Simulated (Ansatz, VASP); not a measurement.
Rh: VASP beside Ansatz

Contents of INCAR:

```
SYSTEM = Rh
PREC = Accurate
ENCUT = 520
EDIFF = 1E-6
ISMEAR = 0
SIGMA = 0.15
LREAL = .False.
LASPH = .True.
NELM = 80
ALGO = Fast
ISIF = 2
LWAVE = .False.
LCHARG = .False.
GGA = PE
NBANDS = 22
```

Contents of KPOINTS:

```
regular mesh
0
Gamma
  21 21 12
  0 0 0
```

The input POSCAR:

```
Rh
1.0
    2.8901065830      0.0000000000      0.0000000000
   -1.4450532915      2.5029057205      0.0000000000
    0.0000000000      0.0000000000      4.2487456877
Rh
2
Direct
    0.6666666667      0.3333333333      0.7500000000
    0.3333333333      0.6666666667      0.2500000000
```

Input for Ansatz:

```yaml
crystal:
  lattice:
    - [2.890106583, 0.0, 0.0]
    - [-1.4450532915, 2.5029057205, 0.0]
    - [0.0, 0.0, 4.2487456877]
  atoms:
    - { symbol: Rh, position: [0.6666666667, 0.3333333333, 0.75] }
    - { symbol: Rh, position: [0.3333333333, 0.6666666667, 0.25] }
basis:
  ecutwfc: 420
kpoints:
  mp_grid: { grid: [21, 21, 12] }
hamiltonian:
  xc: pbe
  pseudopotentials: { kind: paw, azcp: { folder: soft_1 } }
scf:
  occupations: { method: gaussian, width: 0.15 }
output:
  forces: true
  stress: true
  eigenvalues: true
```

Alike in both runs: task single point; functional PBE; k mesh 21 × 21 × 12; occupations gaussian, width 0.15 eV; no spin polarisation.

|  | VASP | Ansatz |
| --- | --- | --- |
| version | VASP 6.6.1 | Ansatz 0.2.0 |
| potentials or method | VASP PAW PBE potentials, release 64 (Rh_pv), cutoff 520 eV | scalar-relativistic, plane waves, PAW |
| valence electrons in the cell | 30 | 34 |

|  | VASP | Ansatz | Ansatz less VASP |
| --- | --- | --- | --- |
| gap on the k mesh at the Fermi level (eV) | none | none | - |
| pressure (GPa) | -15.3 | -15.2 | +0.03 |
| traceless stress, the component that is largest in VASP (GPa) | 9.20 | 9.18 | -0.016 |

A gap of «none» marks a metal or a gap that the smearing closes. VASP's potentials hold 30 valence electrons a cell and Ansatz's 34, so a difference there can come from the potentials and not from the codes.
